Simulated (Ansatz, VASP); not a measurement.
**In in VASP and in Ansatz**

```
In
1.0
     3.97190    0.00000    0.00000
    -1.98595    3.43977    0.00000
     0.00000    0.00000    6.26150
In
3
Direct
  0.33352 0.00000 0.16667
  0.00000 0.33352 0.83333
  0.66648 0.66648 0.50000
```

Alike in both runs: functional PBE; k mesh 6 × 6 × 4; occupations gaussian, width 0.1 eV; no spin polarisation.

Ansatz relaxed the structure, and its values are those at the end. VASP's run is a single point on that final structure, the one shown.

|  | VASP | Ansatz |
| --- | --- | --- |
| version | VASP 6.6.1 | Ansatz 0.2.0 |
| potentials or method | VASP PAW PBE potentials, release 64 (In_d), cutoff 520 eV | scalar-relativistic, plane waves, PAW |
| valence electrons in the cell | 39 | 39 |

```tsv
	VASP	Ansatz	Ansatz less VASP
gap on the k mesh at the Fermi level (eV)	none	none	-
pressure (GPa)	0.0	0.0	+0.01
```

A gap of «none» marks a metal or a gap that the smearing closes. With one functional, cell and mesh, what is left measures potentials, basis and numerics.
